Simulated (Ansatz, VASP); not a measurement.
## One calculation of InP, two programs

```
CELL_PARAMETERS angstrom
0.00000 2.95198 2.95198
2.95198 0.00000 2.95198
2.95198 2.95198 0.00000
ATOMIC_POSITIONS crystal
In 0.00000 0.00000 0.00000
P 0.25000 0.25000 0.25000
```

Alike in both runs: task single point; functional PBEsol; k mesh 6 × 6 × 6; occupations gaussian, width 0.1 eV; no spin polarisation.

```csv
,VASP,Ansatz
version,VASP 6.6.1,Ansatz 0.2.0
potentials or method,"VASP PAW PBE potentials, release 64 (In_d, P), cutoff 500 eV","scalar-relativistic, plane waves, PAW"
valence electrons in the cell,18,18
```

Ansatz gave:

```
gap on the k mesh at the Fermi level (eV) : 0.50
least direct gap on the mesh (eV)         : 0.50
pressure (GPa)                            : -0.9
```

Q: What did VASP give for the same quantities?

A: gap on the k mesh at the Fermi level (eV): 0.49; least direct gap on the mesh (eV): 0.49; pressure (GPa): -0.9.

VASP's potentials were made for PBE, not for PBEsol. With one functional, cell and mesh, what is left measures potentials, basis and numerics.
